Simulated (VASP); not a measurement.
Runs of VASP 6.6.1 on Ge. The structure is that of space group I4_1/amd (No. 141), or close to it. The cells are those of the table. 

| cell | gap on the mesh (eV) | pressure (GPa) |
| --- | --- | --- |
| a = 4.050, b = 4.050, c = 3.836 Å, angles 61.7, 61.7, 56.5°, 2 atoms | none | 0.5 |
| a = 4.024, b = 4.024, c = 3.882 Å, angles 61.2, 61.2, 57.7°, 2 atoms | none | 0.4 |
| a = 3.911, b = 3.911, c = 4.114 Å, angles 58.3, 58.3, 63.5°, 2 atoms | none | 0.4 |
| a = 3.931, b = 3.931, c = 4.068 Å, angles 58.8, 58.8, 62.3°, 2 atoms | none | 0.4 |
| a = 3.952, b = 3.952, c = 4.021 Å, angles 59.4, 59.4, 61.2°, 2 atoms | 0.08 | (a) |

Alike in all rows: task single point; level LDA; potentials or basis VASP PAW LDA potentials, release 64 (Ge_d); no spin polarisation; k mesh 14 × 14 × 14; cutoff (eV) 520; smearing gaussian 0.15 eV.

Q: Fill in the values left out.

A: (a) 0.3.

Caveats: semilocal functionals underestimate gaps, so a narrow gap can read as zero (at least some runs).

A k mesh can miss the band edges, and the runs leave out spin-orbit coupling on Ge.

A gap of «none» marks levels without a gap at the run's occupations.
